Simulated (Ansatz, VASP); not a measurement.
## SbP5: VASP beside Ansatz

```
Sb P
1.0
     4.82903    0.00000    0.00000
    -2.41452    4.18206    0.00000
     0.00000    0.00000    5.22686
Sb P
1 5
Direct
  0.00000 0.00000 0.50000
  0.33333 0.66667 0.00000
  0.66667 0.33333 0.00000
  0.00000 0.00000 0.00000
  0.33333 0.66667 0.50000
  0.66667 0.33333 0.50000
```

Alike in both runs: functional PBE; k mesh 6 × 6 × 4; occupations gaussian, width 0.1 eV; no spin polarisation.

Ansatz relaxed the structure, and its values are those at the end. VASP's run is a single point on that final structure, the one shown.

```csv
,VASP,Ansatz
version,VASP 6.6.1,Ansatz 0.2.0
potentials or method,"VASP PAW PBE potentials, release 64 (Sb, P), cutoff 520 eV","scalar-relativistic, plane waves, PAW"
valence electrons in the cell,30,40
```

```tsv
	VASP	Ansatz	Ansatz less VASP
gap on the k mesh at the Fermi level (eV)	none	none	-
pressure (GPa)	-0.1	0.0	+0.08
```

A gap of «none» marks a metal or a gap that the smearing closes. With one functional, cell and mesh, what is left measures potentials, basis and numerics. VASP's potentials hold 30 valence electrons a cell and Ansatz's 40, so a difference there can come from the potentials and not from the codes.

Neither program's run includes spin-orbit coupling.
